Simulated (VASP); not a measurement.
# Cu (Pm-3m) in VASP: single point with LDA

Aim: the single point of Cu with LDA.

All numbers are computed with VASP 6.6.1; they aren't measurements. Logs are shortened: lines on timing, memory, paths and dates and some standing lists are left out, and cuts for length are marked.

## 1. The cell of the first run

The structure is cubic, space group Pm-3m (No. 221). The conventional cell has a = 2.328 Å, b = 2.328 Å, c = 2.328 Å, α = 90.00°, β = 90.00°, γ = 90.00°. Within 3.1 Å of Cu (site symmetry m-3m) lie 6 Cu at 2.33 Å.

## 2. Single point, LDA

INCAR

```
PREC = Accurate
ENCUT = 520
EDIFF = 1E-6
ISMEAR = -1
SIGMA = 0.13605693000000002
LREAL = F
LASPH = T
NELM = 100
ALGO = Normal
ISIF = 2
LWAVE = F
LCHARG = T
GGA = CA
LELF = T
LVHAR = T
NBANDS = 12
```

KPOINTS

```
Automatic mesh
0
Gamma
  14 14 14
```

POSCAR

```
Cu
1.0
    2.3277052567      0.0000000000      0.0000000000
    0.0000000000      2.3277052567      0.0000000000
    0.0000000000      0.0000000000      2.3277052567
Cu
1
Direct
    0.0000000000      0.0000000000      0.0000000000
```

Potentials or basis: VASP PAW LDA potentials, release 64 (Cu).

Started as:

```console
$ cat potpaw_LDA.64/Cu/POTCAR > POTCAR
$ mpirun -np 1 vasp_std > vasp.out
```

OUTCAR:

```text
PREC = Accurate
   ENCUT = 520
   EDIFF = 1E-6
   ISMEAR = -1
   LREAL = F
   LASPH = T
   NELM = 100
   ISIF = 2
   GGA = CA

 ion  position               nearest neighbor table
   1  0.000  0.000  0.000-

  LATTYP: Found a simple cubic cell.
 ALAT       =     2.3277052567

  Lattice vectors:

 A1 = (   2.3277052567,   0.0000000000,   0.0000000000)
 A2 = (   0.0000000000,   2.3277052567,   0.0000000000)
 A3 = (   0.0000000000,   0.0000000000,   2.3277052567)

Analysis of symmetry for initial positions (statically):
=====================================================================
 Subroutine PRICEL returns:
 Original cell was already a primitive cell.

 Routine SETGRP: Setting up the symmetry group for a
 simple cubic supercell.

 Subroutine GETGRP returns: Found 48 space group operations
 (whereof 48 operations were pure point group operations)
 out of a pool of 48 trial point group operations.

The static configuration has the point symmetry O_h .

Analysis of symmetry for dynamics (positions and initial velocities):
=====================================================================
 Subroutine PRICEL returns:
 Original cell was already a primitive cell.

 Routine SETGRP: Setting up the symmetry group for a
 simple cubic supercell.

 Subroutine GETGRP returns: Found 48 space group operations
 (whereof 48 operations were pure point group operations)
 out of a pool of 48 trial point group operations.

The dynamic configuration has the point symmetry O_h .

 Subroutine INISYM returns: Found 48 space group operations
 (whereof 48 operations are pure point group operations),
 and found     1 'primitive' translations

----------------------------------------------------------------------------------------

                                     Primitive cell

  volume of cell :      12.6120

  direct lattice vectors                    reciprocal lattice vectors
     2.327705257  0.000000000  0.000000000     0.429607656  0.000000000  0.000000000
     0.000000000  2.327705257  0.000000000     0.000000000  0.429607656  0.000000000
     0.000000000  0.000000000  2.327705257     0.000000000  0.000000000  0.429607656

  length of vectors
     2.327705257  2.327705257  2.327705257     0.429607656  0.429607656  0.429607656

  position of ions in fractional coordinates (direct lattice)
     0.000000000  0.000000000  0.000000000

  ion indices of the primitive-cell ions
   primitive index   ion index
                 1           1

----------------------------------------------------------------------------------------

 KPOINTS: Automatic mesh

Automatic generation of k-mesh.
 Grid dimensions read from file:
 generate k-points for:   14   14   14

 Generating k-lattice:

  Cartesian coordinates                     Fractional coordinates (reciprocal lattice)
     0.030686261  0.000000000  0.000000000     0.071428571  0.000000000  0.000000000
     0.000000000  0.030686261  0.000000000     0.000000000  0.071428571  0.000000000
     0.000000000  0.000000000  0.030686261     0.000000000  0.000000000  0.071428571

  Length of vectors
     0.030686261  0.030686261  0.030686261

  Shift w.r.t. Gamma in fractional coordinates (k-lattice)
     0.000000000  0.000000000  0.000000000

 Subroutine IBZKPT returns following result:
 ===========================================

 Found    120 irreducible k-points:

 Following reciprocal coordinates:
            Coordinates               Weight
  0.000000  0.000000  0.000000      1.000000
  0.071429  0.000000  0.000000      6.000000
  0.142857  0.000000  0.000000      6.000000
  0.214286  0.000000  0.000000      6.000000
  0.285714  0.000000  0.000000      6.000000
  0.357143  0.000000  0.000000      6.000000
[... 16 lines left out ...]
  0.285714  0.214286  0.000000     24.000000
  0.357143  0.214286  0.000000     24.000000
 [... further k-points ...]
   k-points           NKPTS =    120   k-points in BZ     NKDIM =    120   number of bands    NBANDS=     12
   number of dos      NEDOS =    301   number of ions     NIONS =      1
   total plane-waves  NPLWV =   5832
   dimension x,y,z NGX =    18 NGY =   18 NGZ =   18
   dimension x,y,z NGXF=    36 NGYF=   36 NGZF=   36
   ions per type =               1
   NGX,Y,Z   is equivalent  to a cutoff of  12.86, 12.86, 12.86 a.u.
   NGXF,Y,Z  is equivalent  to a cutoff of  25.71, 25.71, 25.71 a.u.
 SYSTEM =  unknown system
   PREC   = accura    normal or accurate (medium, high low for compatibility)
   ISTART =      0    job   : 0-new  1-cont  2-samecut
   ICHARG =      2    charge: 1-file 2-atom 10-const
   ISPIN  =      1    spin polarized calculation?
   LNONCOLLINEAR =      F non collinear calculations
   LSORBIT =      F    spin-orbit coupling
   LASPH  =      T    aspherical Exc in radial PAW
   ENCUT  =  520.0 eV  38.22 Ry    6.18 a.u.   4.33  4.33  4.33*2*pi/ulx,y,z
   NELM   =    100;   NELMIN=  2; NELMDL= -5     # of ELM steps
   EDIFF  = 0.1E-05   stopping-criterion for ELM
   LREAL  =      F    real-space projection
   EDIFFG = 0.1E-04   stopping-criterion for IOM
   NSW    =      0    number of steps for IOM
   IBRION =     -1    ionic relax: 0-MD 1-quasi-New 2-CG
   NFREE  =      0    steps in history (QN), initial steepest desc. (CG)
   ISIF   =      2    stress and relaxation
   ISYM   =      2    0-nonsym 1-usesym 2-fastsym
   POTIM  = 0.5000    time-step for ionic-motion
   TEBEG  =    0.0;   TEEND  =   0.0 temperature during run
   PSTRESS=    0.0 pullay stress
   NELECT =      11.0000    total number of electrons
   NUPDOWN=      -1.0000    fix difference up-down
   EMIN   =  10.00;   EMAX   =-10.00  energy-range for DOS
   EFERMI =   0.00;   METHOD = LEGACY
   ISMEAR =    -1;   SIGMA  =   0.14  broadening in eV -4-tet -1-fermi 0-gaus
   EFERMI_NEDOS =   21; number of points for ismear=-14 and -15
   IALGO  =     38    algorithm
   IMIX   =      4    mixing-type and parameters
     AMIX     =   0.40;   BMIX     =  1.00
     AMIX_MAG =   1.60;   BMIX_MAG =  1.00
  volume/ion in A,a.u.               =      12.61        85.11
  Fermi-wavevector in a.u.,A,eV,Ry     =   1.564148  2.955810 33.287439  2.446558
  Thomas-Fermi vector in A             =   2.666814
   LORBIT       =      0    0 simple, 1 ext, 2 COOP (PROOUT), +10 PAW based schemes
   GGA     = CA    functional components
   LHFCALC =     F    Hartree Fock is set to
   AEXX    =    0.0000 exact exchange contribution
   IVDW    =     0    specifies the selected vdW correction
   LEPSILON=     F    determine dielectric tensor
   LRPA    =     F    only Hartree local field effects (RPA)
 non-spin polarized calculation
  energy-cutoff  :      520.00
  volume of cell :       12.61
 maximum number of plane-waves:       356
 NGX is ok and might be reduce to    18
   NGX =  9   NGY =  9   NGZ =  9

 number of electron      10.9999982 magnetization

 Free energy of the ion-electron system (eV)
  ---------------------------------------------------
  ext. energy  EPLUGINS =         0.00000000
  ---------------------------------------------------
  free energy    TOTEN  =        -4.18500132 eV

  energy without entropy =       -4.16867910  energy(sigma->0) =       -4.17684021

 E-fermi :   6.3715     XC(G=0): -12.6301

 val. band max:        6.3621722677   @ k =   0.4286   0.2143   0.0714
 cond. band min:       6.4108248311   @ k =   0.3571   0.3571   0.0000
 fundamental gap:      0.0486525634
 Fermi energy:         6.3714893544

 k-point     1 :       0.0000    0.0000    0.0000
  band No.  band energies     occupation
      1      -2.2637      2.00000
      2       2.1210      2.00000
      3       2.1210      2.00000
      4       5.0339      1.99989
      5       5.0339      1.99989
      6       5.0339      1.99989
      7      24.9522      0.00000
      8      24.9522      0.00000
      9      24.9522      0.00000
     10      28.6218      0.00000
     11      28.6218      0.00000
     12      33.0084      0.00000

 k-point     2 :       0.0714    0.0000    0.0000
  band No.  band energies     occupation
      1      -2.1148      2.00000
      2       2.1388      2.00000
      3       2.1808      2.00000
      4       4.9858      1.99992
      5       4.9858      1.99992
      6       5.0377      1.99989
      7      22.9877      0.00000
      8      25.1479      0.00000
      9      25.1479      0.00000
     10      28.6776      0.00000
     11      30.0112      0.00000
     12      33.8568      0.00000

 k-point     3 :       0.1429    0.0000    0.0000
  band No.  band energies     occupation
      1      -1.6772      2.00000
      2       2.1890      2.00000
      3       2.3561      2.00000
      4       4.8533      1.99997
      5       4.8533      1.99997
      6       5.0486      1.99988
      7      19.9418      0.00000
      8      25.7230      0.00000
      9      25.7230      0.00000
     10      28.8463      0.00000
     11      31.0572      0.00000
     12      36.6651      0.00000
[... 286 lines left out ...]
 k-point    23 :       0.2857    0.2143    0.0000
  band No.  band energies     occupation
      1       0.9533      2.00000
      2       2.6511      2.00000
      3       3.3064      2.00000
      4       4.4086      2.00000
      5       4.5185      2.00000
      6       4.7483      1.99999
      7      15.1161      0.00000
      8      19.6322      0.00000
      9      29.5026      0.00000
     10      30.5294      0.00000
     11      31.4754      0.00000
     12      40.1719      0.00000

 k-point    24 :       0.3571    0.2143    0.0000
  band No.  band energies     occupation
      1       1.6513      2.00000
      2       2.7019      2.00000
      3       3.4028      2.00000
      4       4.3552      2.00000
      5       4.7691      1.99998
      6       5.0019      1.99992
      7      12.6180      0.00000
      8      20.7810      0.00000
      9      28.1233      0.00000
     10      30.9613      0.00000
     11      32.0446      0.00000
     12      38.8978      0.00000

 [... further k-points ...]
[... 5 lines left out ...]
  --------------------------------------------------------------------------------------
  -------------------------------------------------------------------------------------
  Total        0.0558915      0.0558915      0.0558915      0.0000000     -0.0000000      0.0000000
  in kB        7.1002259      7.1002259      7.1002259      0.0000000     -0.0000000      0.0000000
  external PRESSURE =       7.1002259 kB  Pullay stress =       0.0000000 kB

 VOLUME and BASIS-vectors are now :
 -----------------------------------------------------------------------------
  energy-cutoff  :      520.00
  volume of cell :       12.61
      direct lattice vectors                 reciprocal lattice vectors
     2.327705257  0.000000000  0.000000000     0.429607656  0.000000000  0.000000000
     0.000000000  2.327705257  0.000000000     0.000000000  0.429607656  0.000000000
     0.000000000  0.000000000  2.327705257     0.000000000  0.000000000  0.429607656

 POSITION                                       TOTAL-FORCE (eV/Angst)
 -----------------------------------------------------------------------------------
      0.00000      0.00000      0.00000         0.000000      0.000000      0.000000
 -----------------------------------------------------------------------------------
    total drift:                                0.000000      0.000000      0.000000

  FREE ENERGIE OF THE ION-ELECTRON SYSTEM (eV)
  ---------------------------------------------------
  free  energy   TOTEN  =        -4.1850013167 eV

  energy  without entropy=       -4.1686790972  energy(sigma->0) =       -4.17684021
```

Wall time 5.4 s (1 thread of Intel Xeon 6975P-C (Granite Rapids), shared host); peak memory 0.12 GiB.

Results:

| Property | Result |
| --- | --- |
| Free energy | -4.1850 eV |
| Pressure | 0.7 GPa |

Levels at points of the mesh, in eV from the Fermi level:
```
           k point  band 2  band 3  band 4  band 5  band 6  band 7  band 8  band 9
(0.00, 0.00, 0.00)   -4.25   -4.25   -1.34   -1.34   -1.34   18.58   18.58   18.58
(0.50, 0.00, 0.00)   -3.88   -2.24   -2.24   -1.56   -1.26    2.34   24.37   25.54
(0.50, 0.50, 0.00)   -3.60   -2.06   -2.06   -0.74    4.44    4.44    9.67   10.59
(0.50, 0.50, 0.50)   -3.87   -3.87   -0.69   -0.69   10.67   10.67   10.67   13.85
```
